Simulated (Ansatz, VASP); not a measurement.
## Two plane-wave programs on Cd

```xyz
2
Lattice="2.8819 0.0000 0.0000 -1.4409 2.4958 0.0000 0.0000 0.0000 5.6384" Properties=species:S:1:pos:R:3 pbc="T T T"
Cd    0.0000    1.6638    1.4096
Cd    1.4409    0.8319    4.2288
```

Alike in both runs: task single point; functional LDA; k mesh 13 × 13 × 6; occupations methfessel-paxton of order 1, width 0.03 eV; no spin polarisation.

|  | VASP | Ansatz |
| --- | --- | --- |
| version | VASP 6.6.1 | Ansatz 0.2.0 |
| potentials or method | VASP PAW LDA potentials, release 64 (Cd), cutoff 520 eV | plane waves (420 eV) with PAW, scalar-relativistic |
| valence electrons in the cell | 24 | 40 |

|  | VASP | Ansatz | Ansatz less VASP |
| --- | --- | --- | --- |
| pressure (GPa) | 0.8 | 0.0 | -0.71 |
| traceless stress, the component that is largest in VASP (GPa) | -2.47 | -2.11 | +0.359 |

Ansatz warns that its potentials were made for another functional, while VASP's fit it. LDA's correlation is that of Perdew and Zunger in VASP and of Perdew and Wang (1992) in Ansatz. VASP's potentials hold 24 valence electrons a cell and Ansatz's 40, so a difference there can come from the potentials and not from the codes.
